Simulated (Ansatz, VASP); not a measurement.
**Two plane-wave programs on Sn**

```
Sn
1.0
    -2.91964    2.91964    1.59380
     2.91964   -2.91964    1.59380
     2.91964    2.91964   -1.59380
Sn
2
Direct
  0.00000 0.00000 0.00000
  0.75000 0.25000 0.50000
```

Alike in both runs: task single point; functional r2SCAN; k mesh 12 × 12 × 12; no spin polarisation.

|  | VASP | Ansatz |
| --- | --- | --- |
| version | VASP 6.6.1 | Ansatz 0.2.0 |
| potentials or method | VASP PAW PBE potentials, release 64 (Sn_d), cutoff 520 eV | plane waves, PAW |
| occupations | fermi-dirac, width 0.1 eV | fermi-dirac |
| valence electrons in the cell | 28 | 28 |

```csv
,VASP,Ansatz,Ansatz less VASP
pressure (GPa),0.9,0.9,+0.02
"traceless stress, the component that is largest in VASP (GPa)",-0.22,-0.22,-0.002
```

VASP's potentials were made for PBE, not for r2SCAN.
